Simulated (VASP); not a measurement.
**KCl: single point with PBE**

The system is KCl.

```xyz
4
Lattice="0.0000 -3.1898 -3.1898 -3.1898 0.0000 -3.1898 3.1898 3.1898 -6.3796" Properties=species:S:1:pos:R:3 pbc="T T T"
K    -0.2578    0.1999   -0.0578
K     0.2578   -0.1999   -6.3218
Cl    0.0000    0.0000   -9.5694
Cl    0.0000    0.0000   -3.1898
```

This cell differs from its parent crystal: atoms displaced along a vibrational mode.

```yaml
Program: VASP 6.6.1
Task: single point
Functional: PBE
Potentials_or_basis: VASP PAW PBE potentials, release 64 (K_sv, Cl)
Cutoff: 520 eV
k_mesh: 6 × 6 × 6
Occupations: gaussian, width 0.05 eV
Spin: no spin polarisation
```

```json
{
 "Pressure": "0.7 GPa",
 "Largest force": "0.439 eV/Å",
 "Band gap on the k mesh": "5.04 eV"
}
```

Forces on the atoms (eV/Å):
```
K    0.358 -0.248  0.061
K   -0.358  0.248 -0.061
Cl   0.000  0.000  0.000
Cl   0.000  0.000  0.000
```

Stress tensor (GPa, compression positive):
```
 1.34  0.31 -0.12
 0.31  0.77  0.00
-0.12  0.00  0.04
```

Levels at points of the mesh, in eV from the valence-band top:
```csv
k point,band 12,band 13,band 14,band 15,band 16,band 17,band 18,band 19,band 20,band 21
"(0.00, 0.00, 0.00)",-0.30,-0.28,-0.03,-0.02,0.00,5.04,7.31,8.21,8.38,8.44
"(0.50, 0.00, 0.00)",-0.70,-0.39,-0.36,-0.31,-0.20,7.38,7.39,7.97,8.15,9.70
"(0.00, 0.50, 0.00)",-0.69,-0.40,-0.36,-0.33,-0.20,7.38,7.41,7.95,8.17,9.61
"(0.50, 0.50, 0.50)",-0.71,-0.37,-0.36,-0.26,-0.23,7.38,7.38,8.03,8.09,9.83
"(0.50, 0.50, 0.00)",-0.63,-0.31,-0.30,-0.22,-0.18,6.66,7.34,8.06,8.43,9.83
"(0.00, 0.50, 0.50)",-0.61,-0.34,-0.31,-0.23,-0.18,6.59,7.46,8.20,8.51,9.49
"(0.50, 0.00, 0.50)",-0.62,-0.32,-0.31,-0.23,-0.17,6.62,7.41,8.13,8.48,9.61
"(0.00, 0.00, 0.50)",-0.56,-0.22,-0.21,-0.10,-0.08,6.24,6.25,7.96,7.97,9.10
```

It took 4.7 min on 1 thread of Intel(R) Xeon(R) Platinum 8488C (Sapphire Rapids), with other jobs on the host, peak memory 0.44 GiB.

Caveat: the cell differs from its parent crystal (atoms displaced along a vibrational mode). A k mesh can miss the band edges.
